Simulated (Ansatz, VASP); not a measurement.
MgO: VASP beside Ansatz

File INCAR:

```
PREC = Accurate ; ENCUT = 520
EDIFF = 1E-6 ; ISMEAR = 0
SIGMA = 0.05 ; LREAL = F
LASPH = T ; NELM = 80
ALGO = Normal ; ISIF = 2
LWAVE = F ; LCHARG = T
GGA = PE ; LELF = T
LVHAR = T ; NBANDS = 16
```

The input KPOINTS:

```
Automatic mesh
0
Gamma
  9 9 6
```

The input POSCAR:

```
MgO
1.0
    3.5018974278      0.0000000000      0.0000000000
   -1.7509487139      3.0327321339      0.0000000000
    0.0000000000      0.0000000000      4.4235968308
Mg O
2 2
Direct
    0.6666666667      0.3333333333      0.7500000000
    0.3333333333      0.6666666667      0.2500000000
    0.6666666667      0.3333333333      0.2500000000
    0.3333333333      0.6666666667      0.7500000000
```

Input for Ansatz:

```yaml
crystal:
  lattice:
    - [3.5018974278, 0.0, 0.0]
    - [-1.7509487139, 3.0327321339, 0.0]
    - [0.0, 0.0, 4.4235968308]
  atoms:
    - { symbol: Mg, position: [0.6666666667, 0.3333333333, 0.75] }
    - { symbol: Mg, position: [0.3333333333, 0.6666666667, 0.25] }
    - { symbol: O, position: [0.6666666667, 0.3333333333, 0.25] }
    - { symbol: O, position: [0.3333333333, 0.6666666667, 0.75] }
basis:
  ecutwfc: 520.0
kpoints:
  mp_grid: { grid: [9, 9, 6] }
hamiltonian:
  xc: pbe
  pseudopotentials: { kind: paw, azcp: { folder: soft_1 } }
scf:
  occupations: { method: gaussian, width: 0.05 }
output:
  forces: true
  stress: true
  eigenvalues: true
```

Alike in both runs: task single point; functional PBE; k mesh 9 × 9 × 6; occupations gaussian, width 0.05 eV; no spin polarisation.

|  | VASP | Ansatz |
| --- | --- | --- |
| version | VASP 6.6.1 | Ansatz 0.2.0 |
| potentials or method | VASP PAW PBE potentials, release 64 (Mg, O), cutoff 520 eV | scalar-relativistic, plane waves, PAW |
| valence electrons in the cell | 16 | 32 |

Ansatz gave:

```
gap on the k mesh at the Fermi level (eV)                     : 3.05
least direct gap on the mesh (eV)                             : 3.05
pressure (GPa)                                                : -3.3
traceless stress, the component that is largest in VASP (GPa) : -3.78
```

Task: Estimate VASP's values.

Result: gap on the k mesh at the Fermi level (eV): 3.03; least direct gap on the mesh (eV): 3.03; pressure (GPa): -3.9; traceless stress, the component that is largest in VASP (GPa): -3.89.

VASP's potentials hold 16 valence electrons a cell and Ansatz's 32, so a difference there can come from the potentials and not from the codes.
